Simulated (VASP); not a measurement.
A run of VASP 6.6.1:

File POSCAR:

```
Pt
1.0
   -1.5295475929      1.5295475929      1.5295475929
    1.5295475929     -1.5295475929      1.5295475929
    1.5295475929      1.5295475929     -1.5295475929
Pt
1
Direct
    0.0000000000      0.0000000000      0.0000000000
```

Contents of INCAR.step1:

```
SYSTEM = Pt
ALGO     = Normal         ! electronic algorithm
EDIFF    = 1E-4           ! SCF threshold, eV
ENCUT    = 520            ! plane-wave cutoff, eV
GGA      = PE             ! functional
ISMEAR   = -1             ! smearing method
LASPH    = .True.         ! aspherical terms in the spheres
LCHARG   = .False.        ! write CHGCAR
LREAL    = .False.        ! projectors in reciprocal space
LWAVE    = .True.         ! write WAVECAR
NBANDS   = 11             ! bands
NELM     = 80             ! most SCF steps
PREC     = Accurate       ! precision mode
SIGMA    = 0.1            ! smearing width, eV
```

INCAR.step2

```
SYSTEM = Pt
ALGO     = Normal         ! electronic algorithm
EDIFF    = 1E-6           ! SCF threshold, eV
ENCUT    = 520            ! plane-wave cutoff, eV
ISIF     = 2              ! what is computed and relaxed
ISMEAR   = -1             ! smearing method
ISTART   = 1            
LASPH    = .True.         ! aspherical terms in the spheres
LCHARG   = .False.        ! write CHGCAR
LMIXTAU  = .True.       
LREAL    = .False.        ! projectors in reciprocal space
LWAVE    = .False.        ! write WAVECAR
METAGGA  = R2SCAN         ! meta-GGA
NBANDS   = 11             ! bands
NELM     = 80             ! most SCF steps
PREC     = Accurate       ! precision mode
SIGMA    = 0.1            ! smearing width, eV
```

KPOINTS

```
k-points
0
Gamma
  13 13 13
  0 0 0
```

Potentials or basis: VASP PAW PBE potentials, release 64 (Pt).

Run with:

```console
$ cat potpaw_PBE.64/Pt/POTCAR > POTCAR
$ cp INCAR.step1 INCAR
$ mpirun -np 1 vasp_std > vasp.out
$ cp INCAR.step2 INCAR
$ mpirun -np 1 vasp_std > vasp.out
```

Hardware: 1 thread of Intel(R) Xeon(R) 6975P-C (Granite Rapids), on a shared host.

Q: Estimate the wall time of this run.

A: Run time: 18 s on 1 thread of Intel(R) Xeon(R) 6975P-C (Granite Rapids), with other jobs on the host, peak memory 0.13 GiB. Counts: k points 84.
